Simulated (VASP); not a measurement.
Wanted: the native input for a VASP 6.6.1 run.

```
Task                   : single point
Functional             : LDA
Potentials or basis    : VASP PAW LDA potentials, release 64 (Al, N)
Cutoff                 : 600 eV
k mesh                 : 10 × 10 × 10
Occupations            : gaussian, width 0.02 eV
Spin                   : no spin polarisation
Dipole correction      : no
Further INCAR settings : ALGO = Normal; EDIFF = 1e-06; NBANDS = 11
```

The structure of AlN lies in POSCAR:

```
AlN
1.0
    0.0000000000      2.0054623677      2.0054623677
    2.0054623677      0.0000000000      2.0054623677
    2.0054623677      2.0054623677      0.0000000000
Al N
1 1
Direct
    0.5000000000      0.5000000000      0.5000000000
    0.0000000000      0.0000000000      0.0000000000
```

The input as run:

INCAR

```
SYSTEM = AlN
PREC     = Accurate       ! precision mode
ENCUT    = 600            ! plane-wave cutoff, eV
EDIFF    = 1E-6           ! SCF threshold, eV
ISMEAR   = 0              ! smearing method
SIGMA    = 0.02           ! smearing width, eV
LREAL    = .FALSE.        ! projectors in reciprocal space
LASPH    = .TRUE.         ! aspherical terms in the spheres
NELM     = 120            ! most SCF steps
ALGO     = Normal         ! electronic algorithm
ISIF     = 2              ! what is computed and relaxed
LWAVE    = .FALSE.        ! write WAVECAR
LCHARG   = .FALSE.        ! write CHGCAR
GGA      = CA             ! functional
NBANDS   = 11             ! bands
GGA_COMPAT= .FALSE.
```

KPOINTS

```
Automatic mesh
0
G
  10 10 10
  0 0 0
```

Potentials or basis: VASP PAW LDA potentials, release 64 (Al, N).

The run is started by

```sh
$ cat potpaw_LDA.64/Al/POTCAR potpaw_LDA.64/N/POTCAR > POTCAR
$ mpirun -np 1 vasp_std > vasp.out
```

Results of the run:

```yaml
Pressure: 0.5 GPa
Band_gap_on_the_k_mesh: 4.69 eV (least direct gap 6.12 eV)
```

Wall time 5.5 s on 1 thread of AMD EPYC 9R45 96-Core Processor (Zen 5), on a shared host, peak memory 0.09 GiB.
